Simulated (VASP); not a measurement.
Wanted: the native input for a VASP 6.6.1 run.

```yaml
Task: relaxation of cell and atoms
Functional: PBE
Potentials_or_basis: VASP PAW PBE potentials, release 64 (N)
Cutoff: 600 eV
k_mesh: 4 × 4 × 4
Occupations: gaussian, width 0.02 eV
Spin: no spin polarisation
Dipole_correction: no
Further_INCAR_settings: ALGO = Normal; EDIFF = 1e-06; IBRION = 2; EDIFFG = -0.01; NSW = 100; ISIF = 3
```

The structure of N lies in POSCAR:

```
N
1.0
    6.0823679804      0.0000000000      0.0000000000
    0.0000000000      6.0823679804      0.0000000000
    0.0000000000      0.0000000000      6.0823679804
N
8
Direct
    0.0522942627      0.0522942627      0.0522942627
    0.4477057373      0.9477057373      0.5522942627
    0.5522942627      0.4477057373      0.9477057373
    0.9477057373      0.5522942627      0.4477057373
    0.9477057373      0.9477057373      0.9477057373
    0.5522942627      0.0522942627      0.4477057373
    0.4477057373      0.5522942627      0.0522942627
    0.0522942627      0.4477057373      0.5522942627
```

One way to write it, as run:

INCAR

```
SYSTEM = N
  PREC = Accurate
  ENCUT = 600
  EDIFF = 1E-6
  ISMEAR = 0
  SIGMA = 0.02
  LREAL = .FALSE.
  LASPH = .TRUE.
  NELM = 60
  ALGO = Normal
  ISIF = 3
  LWAVE = .FALSE.
  LCHARG = .FALSE.
  GGA = PE
  IBRION = 2
  NSW = 100
  EDIFFG = -0.01
```

KPOINTS

```
Automatic mesh
0
G
  4 4 4
  0 0 0
```

Potentials or basis: VASP PAW PBE potentials, release 64 (N).

Command:

```bash
$ cat potpaw_PBE.64/N/POTCAR > POTCAR
$ mpirun -np 1 vasp_std > vasp.out
```

It gave:

| Item | Value |
| --- | --- |
| Relaxed volume | 25.48 Å³/atom |
| Relaxed cell | a = 5.886 Å, b = 5.886 Å, c = 5.886 Å, α = 90.00°, β = 90.00°, γ = 90.00° |
| Space group after relaxing (to 0.05 Å) | Pa-3 (No. 205) |
| Energy gained by relaxing | 5.5 meV/atom |
| Ionic steps | 13 |
| Pressure after relaxing | 0.0 GPa |
| Band gap on the k mesh | 7.40 eV, indirect (least direct gap 7.41 eV) |

Caveat: the standard files for N, O and F lose accuracy on very short bonds.

Run time: 11 min on 1 thread of Intel Xeon 6975P-C, with other jobs on the host, peak memory 0.37 GiB.
